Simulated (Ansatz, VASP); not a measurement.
# PbO in VASP and in Ansatz

INCAR

```
PREC = Accurate
ENCUT = 520
EDIFF = 1E-8
ISMEAR = -1
SIGMA = 0.03
LREAL = False
LASPH = True
NELM = 100
ALGO = Normal
ISIF = 2
LWAVE = False
LCHARG = False
LEFG = True
NBANDS = 28
```

Contents of KPOINTS:

```
regular mesh
0
Gamma
  7 7 6
```

Contents of POSCAR:

```
PbO
1.0
    3.9744000000      0.0000000000      0.0000000000
    0.0000000000      3.9744000000      0.0000000000
    0.0000000000      0.0000000000      4.9215600000
Pb O
2 2
Direct
    0.0000000000      0.5000000000      0.2351000000
    0.5000000000      0.0000000000      0.7649000000
    0.0000000000      0.0000000000      0.0000000000
    0.5000000000      0.5000000000      0.0000000000
```

Input for Ansatz:

```yaml
crystal:
  lattice:
    - [3.9744, 0.0, 0.0]
    - [0.0, 3.9744, 0.0]
    - [0.0, 0.0, 4.92156]
  atoms:
    - { symbol: Pb, position: [0.0, 0.5, 0.2351] }
    - { symbol: Pb, position: [0.5, 0.0, 0.7649] }
    - { symbol: O, position: [0.0, 0.0, 0.0] }
    - { symbol: O, position: [0.5, 0.5, 0.0] }
kpoints:
  mp_grid: { grid: [7, 7, 6] }
scf:
  occupations: { method: fermi_dirac, width: 0.03 }
hamiltonian:
  xc: lda
  pseudopotentials: { kind: all_electron, datasets: crystal }
output:
  forces: true
  stress: true
  eigenvalues: true
  efg: { contact_densities: true }
```

Change from the starting cell: zz strain of -2 %, crystal datasets.

Alike in both runs: task electric field gradients; functional LDA; k mesh 7 × 7 × 6; occupations fermi-dirac, width 0.03 eV; no spin polarisation.

|  | VASP | Ansatz |
| --- | --- | --- |
| version | VASP 6.6.1 | Ansatz 0.2.0 |
| potentials or method | VASP PAW LDA potentials, release 64 (Pb_d, O), cutoff 520 eV | all-electron PAW with datasets made for the crystal, scalar-relativistic |

Ansatz gave:

* gap on the k mesh at the Fermi level (eV): 1.48
* pressure (GPa): -0.3
* traceless stress, the component that is largest in VASP (GPa): 0.70
* rms of the force components (eV/Å): 0.078
* size of Vzz on the site where it differs most (V/Å²): 201.3

Q: Estimate VASP's values.

A: gap on the k mesh at the Fermi level (eV): 1.46; pressure (GPa): -0.1; traceless stress, the component that is largest in VASP (GPa): 0.70; rms of the force components (eV/Å): 0.106; size of Vzz on the site where it differs most (V/Å²): 217.8.

LDA's correlation is that of Perdew and Zunger in VASP and of Perdew and Wang (1992) in Ansatz. Atom by atom the forces differ by 0.029 eV/Å (rms over components). Ansatz ran all-electron here, and VASP with PAW potentials.

Spin-orbit coupling is off throughout.
